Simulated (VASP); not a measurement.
Write the native input for VASP 6.6.1 that does the following.

| Quantity | Value |
| --- | --- |
| Task | single point |
| Functional | LDA |
| Potentials or basis | VASP PAW LDA potentials, release 64 (Co) |
| Cutoff | 520 eV |
| k mesh | 24 × 24 × 13 |
| Occupations | fermi-dirac, width 0.05 eV |
| Spin | collinear spin, ferromagnetic start |
| Starting moments | [-1.558, -1.558] μB |
| Dipole correction | no |
| Further INCAR settings | ALGO = Normal; EDIFF = 1e-07; NBANDS = 20 |

The structure of Co lies in POSCAR:

```
Co
1.0
    2.4593242209      0.0000000000      0.0000000000
   -1.2296621104      2.1298372514      0.0000000000
    0.0000000000      0.0000000000      3.9746735176
Co
2
Direct
    0.3333333333      0.6666666667      0.2500000000
    0.6666666667      0.3333333333      0.7500000000
```

This cell differs from its parent crystal: volume scaled by 1.04.

The input as run:

INCAR

```
PREC     = Accurate       # precision mode
ENCUT    = 520            # plane-wave cutoff, eV
EDIFF    = 1E-7           # SCF threshold, eV
ISMEAR   = -1             # smearing method
SIGMA    = 0.05           # smearing width, eV
LREAL    = F              # projectors in reciprocal space
LASPH    = T              # aspherical terms in the spheres
NELM     = 150            # most SCF steps
ALGO     = Normal         # electronic algorithm
ISIF     = 2              # what is computed and relaxed
LWAVE    = F              # write WAVECAR
LCHARG   = F              # write CHGCAR
ISPIN    = 2              # spin polarisation
MAGMOM   = -1.558 -1.558  # initial moments
LORBIT   = 11             # projections on sites
LMAXMIX  = 4              # l up to which the mixer works
NBANDS   = 20             # bands
```

KPOINTS

```
Automatic mesh
0
Gamma
  24 24 13
```

Potentials or basis: VASP PAW LDA potentials, release 64 (Co).

Command:

```sh
$ cat potpaw_LDA.64/Co/POTCAR > POTCAR
$ mpirun -np 1 vasp_std > vasp.out
```

It gave:

```json
{
 "Pressure": "-10.6 GPa",
 "Net moment": "-3.04 μB per cell",
 "Site moments": "Co -1.52 μB",
 "Valence electrons inside the program's atomic spheres": "Co 8.37"
}
```

Wall time 4.9 min on 1 thread of AMD EPYC 7R13 Processor (Zen 3), with other jobs on the host, peak memory 0.29 GiB.
